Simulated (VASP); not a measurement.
# Ta (Im-3m) in VASP: relaxation of cell and atoms with PBE

Aim: the relaxation of cell and atoms of Ta with PBE.

Program: VASP 6.6.1. These are calculated values, not measurements. Logs are shortened: lines on timing, memory, paths and dates and some standing lists are left out, and cuts for length are marked.

### Step 1. The cell of the first run

The structure is cubic, space group Im-3m (No. 229). Conventional cell: a = 3.310 Å, b = 3.310 Å, c = 3.310 Å, α = 90.00°, β = 90.00°, γ = 90.00°. Within 3.8 Å of Ta (site symmetry m-3m) lie 14 Ta at 2.87 to 3.31 Å.

### Step 2. Relaxation of cell and atoms, PBE

The input, INCAR:

```
SYSTEM = Ta
ALGO = Fast
EDIFF = 1E-6
EDIFFG = -0.005
ENCUT = 600
GGA = PE
IBRION = 2
ISIF = 3
ISMEAR = 0
LASPH = .True.
LCHARG = .False.
LREAL = .False.
LWAVE = .False.
NELM = 80
NSW = 80
PREC = Accurate
SIGMA = 0.1
```

The input, KPOINTS:

```
k-points
0
Gamma
  32 32 32
  0 0 0
```

The input, POSCAR:

```
Ta
1.0
   -1.6550000000      1.6550000000      1.6550000000
    1.6550000000     -1.6550000000      1.6550000000
    1.6550000000      1.6550000000     -1.6550000000
Ta
1
Direct
    0.0000000000      0.0000000000      0.0000000000
```

Potentials or basis: VASP PAW PBE potentials, release 64 (Ta_pv).

The run is started by

```bash
$ cat potpaw_PBE.64/Ta_pv/POTCAR > POTCAR
$ mpirun -np 1 vasp_std > vasp.out
```

OUTCAR:

```text
SYSTEM = Ta
   EDIFF = 1E-6
   EDIFFG = -0.005
   ENCUT = 600
   GGA = PE
   IBRION = 2
   ISIF = 3
   ISMEAR = 0
   LASPH = .True.
   LREAL = .False.
   NELM = 80
   NSW = 80
   PREC = Accurate

 ion  position               nearest neighbor table
   1  0.000  0.000  0.000-

  LATTYP: Found a body centered cubic cell.
 ALAT       =     3.3100000000

  Lattice vectors:

 A1 = (  -1.6550000000,   1.6550000000,   1.6550000000)
 A2 = (   1.6550000000,  -1.6550000000,   1.6550000000)
 A3 = (   1.6550000000,   1.6550000000,  -1.6550000000)

Analysis of symmetry for initial positions (statically):
=====================================================================
 Subroutine PRICEL returns:
 Original cell was already a primitive cell.

 Routine SETGRP: Setting up the symmetry group for a
 body centered cubic supercell.

 Subroutine GETGRP returns: Found 48 space group operations
 (whereof 48 operations were pure point group operations)
 out of a pool of 48 trial point group operations.

The static configuration has the point symmetry O_h .

Analysis of symmetry for dynamics (positions and initial velocities):
=====================================================================
 Subroutine PRICEL returns:
 Original cell was already a primitive cell.

 Routine SETGRP: Setting up the symmetry group for a
 body centered cubic supercell.

 Subroutine GETGRP returns: Found 48 space group operations
 (whereof 48 operations were pure point group operations)
 out of a pool of 48 trial point group operations.

The dynamic configuration has the point symmetry O_h .

 Subroutine INISYM returns: Found 48 space group operations
 (whereof 48 operations are pure point group operations),
 and found     1 'primitive' translations

----------------------------------------------------------------------------------------

                                     Primitive cell

  volume of cell :      18.1323

  direct lattice vectors                    reciprocal lattice vectors
    -1.655000000  1.655000000  1.655000000     0.000000000  0.302114804  0.302114804
     1.655000000 -1.655000000  1.655000000     0.302114804  0.000000000  0.302114804
     1.655000000  1.655000000 -1.655000000     0.302114804  0.302114804  0.000000000

  length of vectors
     2.866544087  2.866544087  2.866544087     0.427254853  0.427254853  0.427254853

[... 88 lines left out ...]
   PSTRESS=    0.0 pullay stress
   NELECT =      11.0000    total number of electrons
   NUPDOWN=      -1.0000    fix difference up-down
   EMIN   =  10.00;   EMAX   =-10.00  energy-range for DOS
   EFERMI =   0.00;   METHOD = LEGACY
   ISMEAR =     0;   SIGMA  =   0.10  broadening in eV -4-tet -1-fermi 0-gaus
   EFERMI_NEDOS =   21; number of points for ismear=-14 and -15
   IALGO  =     68    algorithm
   IMIX   =      4    mixing-type and parameters
     AMIX     =   0.40;   BMIX     =  1.00
     AMIX_MAG =   1.60;   BMIX_MAG =  1.00
  volume/ion in A,a.u.               =      18.13       122.36
  Fermi-wavevector in a.u.,A,eV,Ry     =   1.385865  2.618906 26.131663  1.920623
  Thomas-Fermi vector in A             =   2.510235
   LORBIT       =      0    0 simple, 1 ext, 2 COOP (PROOUT), +10 PAW based schemes
   GGA     = PE    functional components
   LHFCALC =     F    Hartree Fock is set to
   AEXX    =    0.0000 exact exchange contribution
   IVDW    =     0    specifies the selected vdW correction
   LEPSILON=     F    determine dielectric tensor
   LRPA    =     F    only Hartree local field effects (RPA)
 conjugate gradient relaxation of ions
 non-spin polarized calculation
 RMM-DIIS sequential band-by-band and
 Gauss-broadening in eV      SIGMA  =   0.10
  energy-cutoff  :      600.00
  volume of cell :       18.13
 maximum number of plane-waves:       622
   NGX = 11   NGY = 11   NGZ = 11

--------------------------------------- Ionic step        1  -------------------------------------------

 number of electron      11.0000001 magnetization

 Free energy of the ion-electron system (eV)
  ---------------------------------------------------
  ext. energy  EPLUGINS =         0.00000000
  ---------------------------------------------------
  free energy    TOTEN  =       -11.81528950 eV

  energy without entropy =      -11.80878881  energy(sigma->0) =      -11.81203915

------------------------ aborting loop because EDIFF is reached ----------------------------------------

  FORCE on cell =-STRESS in cart. coord.  units (eV):
  Direction    XX          YY          ZZ          XY          YZ          ZX
  --------------------------------------------------------------------------------------
  -------------------------------------------------------------------------------------
  Total        0.2064832      0.2064832      0.2064832     -0.0000000      0.0000000      0.0000000
  in kB       18.2448964     18.2448964     18.2448964     -0.0000000      0.0000000      0.0000000
  external PRESSURE =      18.2448964 kB  Pullay stress =       0.0000000 kB
[... 57 lines left out ...]
--------------------------------------- Ionic step        3  -------------------------------------------

 number of electron      11.0000000 magnetization

 Free energy of the ion-electron system (eV)
  ---------------------------------------------------
  ext. energy  EPLUGINS =         0.00000000
  ---------------------------------------------------
  free energy    TOTEN  =       -11.81623906 eV

  energy without entropy =      -11.80968604  energy(sigma->0) =      -11.81296255

 E-fermi :   5.3492     XC(G=0): -12.5370

 val. band max:        5.3474593766   @ k =  -0.4375  -0.4688   0.1875
 cond. band min:       5.3497632298   @ k =  -0.4062   0.4375   0.0938
 fundamental gap:      0.0023038532
 Fermi energy:         5.3492351018

 k-point     1 :       0.0000    0.0000    0.0000
  band No.  band energies     occupation
      1     -27.7800      2.00000
      2     -27.7800      2.00000
      3     -27.7800      2.00000
      4      -2.4970      2.00000
      5       6.0904      0.00000
      6       6.0904      0.00000
      7       6.0904      0.00000
      8       9.3074      0.00000
      9       9.3074      0.00000
[... 265 lines left out ...]
 k-point    24 :       0.2188    0.0312    0.0000
  band No.  band energies     occupation
      1     -28.3088      2.00000
      2     -27.9455      2.00000
      3     -27.7872      2.00000
      4      -0.4204      2.00000
      5       4.9382      2.00000
      6       5.3171      1.35039
      7       8.3823      0.00000
      8       8.6397      0.00000
      9       9.4999      0.00000

 [... further k-points ...]
[... 5 lines left out ...]
  --------------------------------------------------------------------------------------
  -------------------------------------------------------------------------------------
  Total        0.0007679      0.0007679      0.0007679      0.0000000     -0.0000000      0.0000000
  in kB        0.0672297      0.0672297      0.0672297      0.0000000     -0.0000000      0.0000000
  external PRESSURE =       0.0672297 kB  Pullay stress =       0.0000000 kB
[... 16 lines left out ...]
  FREE ENERGIE OF THE ION-ELECTRON SYSTEM (eV)
  ---------------------------------------------------
  free  energy   TOTEN  =       -11.8162390573 eV

  energy  without entropy=      -11.8096860407  energy(sigma->0) =      -11.81296255

 reached required accuracy - stopping structural energy minimisation
```

CONTCAR:

```text
Ta
   1.00000000000000
    -1.6601248240013069    1.6601248240013069    1.6601248240013069
     1.6601248240013069   -1.6601248240013069    1.6601248240013069
     1.6601248240013069    1.6601248240013069   -1.6601248240013069
  Ta
     1
Direct
     0.0000000000000000    0.0000000000000000    0.0000000000000000

  0.00000000E+00  0.00000000E+00  0.00000000E+00
```

Wall time 3.5 min (1 thread of Intel Xeon 6975P-C, shared host); peak memory 0.33 GiB.

Results:

```
Free energy                            : -11.8162 eV
Relaxed volume                         : 18.30 Å³/atom
Relaxed cell                           : a = 2.875 Å, b = 2.875 Å, c = 2.875 Å, α = 109.47°, β = 109.47°, γ = 109.47°
Space group after relaxing (to 0.05 Å) : Im-3m (No. 229)
Energy gained by relaxing              : 0.9 meV/atom
Ionic steps                            : 3
Pressure after relaxing                : 0.0 GPa
```

Step by step:
| step | energy change (eV) | largest force (eV/Å) | pressure (GPa) | volume (Å³) |
| --- | --- | --- | --- | --- |
| 1 | 0.0000 | 0.0000 | 1.82 | 18.13 |
| 2 | 0.0037 | 0.0000 | -3.91 | 18.68 |
| 3 | -0.0009 | 0.0000 | 0.01 | 18.30 |

Final structure:
```cif
data_structure
_symmetry_space_group_name_H-M 'P 1'
_symmetry_Int_Tables_number 1
_cell_length_a 2.8754
_cell_length_b 2.8754
_cell_length_c 2.8754
_cell_angle_alpha 109.471
_cell_angle_beta 109.471
_cell_angle_gamma 109.471
_cell_volume 18.30
loop_
_atom_site_label
_atom_site_type_symbol
_atom_site_fract_x
_atom_site_fract_y
_atom_site_fract_z
_atom_site_occupancy
Ta1 Ta 0.00000 0.00000 0.00000 1
```

Levels at points of the mesh, in eV from the Fermi level:
| k point | band 4 | band 5 | band 6 | band 7 | band 8 | band 9 |
| --- | --- | --- | --- | --- | --- | --- |
| (0.00, 0.00, 0.00) | -7.85 | 0.74 | 0.74 | 0.74 | 3.96 | 3.96 |
| (0.50, 0.00, 0.00) | -4.30 | -1.49 | 1.52 | 3.83 | 4.84 | 7.65 |
| (0.50, 0.50, 0.50) | -3.70 | -3.70 | 6.71 | 6.71 | 6.71 | 8.52 |

Caveat: spin-orbit coupling is left out, which moves the levels of the heavy elements.
